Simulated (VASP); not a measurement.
Here is a VASP 6.6.1 calculation.

The input INCAR:

```
  ALGO = Normal
  EDIFF = 1E-6
  ENCUT = 520
  GGA = PE
  ISIF = 2
  ISMEAR = -1
  ISPIN = 2
  LASPH = T
  LCHARG = F
  LMAXMIX = 6
  LORBIT = 11
  LREAL = F
  LWAVE = F
  MAGMOM = 0 0 4
  NBANDS = 30
  NELM = 150
  PREC = Accurate
  SIGMA = 0.05
```

Contents of KPOINTS:

```
k-points
0
Gamma
  6 6 6
```

Contents of POSCAR:

```
LaMnIn
1.0
    4.6392741625      0.0000000000      0.0000000000
   -2.3196370813      4.0177292799      0.0000000000
    0.0000000000      0.0000000000      4.0965590000
La In Mn
1 1 1
Direct
    0.0000000000      0.0000000000      0.0000000000
    0.3333333333      0.6666666667      0.5000000000
    0.6666666667      0.3333333333      0.5000000000
```

Potentials or basis: VASP PAW PBE potentials, release 64 (La, In_d, Mn_pv).

The run is started by

```sh
$ cat potpaw_PBE.64/La/POTCAR potpaw_PBE.64/In_d/POTCAR potpaw_PBE.64/Mn_pv/POTCAR > POTCAR
$ mpirun -np 1 vasp_std > vasp.out
```

Predict the pressure.

3.4 GPa.

Predict the site moments.

La -0.17; In -0.09; Mn +3.61 μB.

Stress tensor (GPa, compression positive):
```
4.43 0.00 0.00
0.00 4.43 0.00
0.00 0.00 1.37
```

Caveat: the cell stands under pressure.
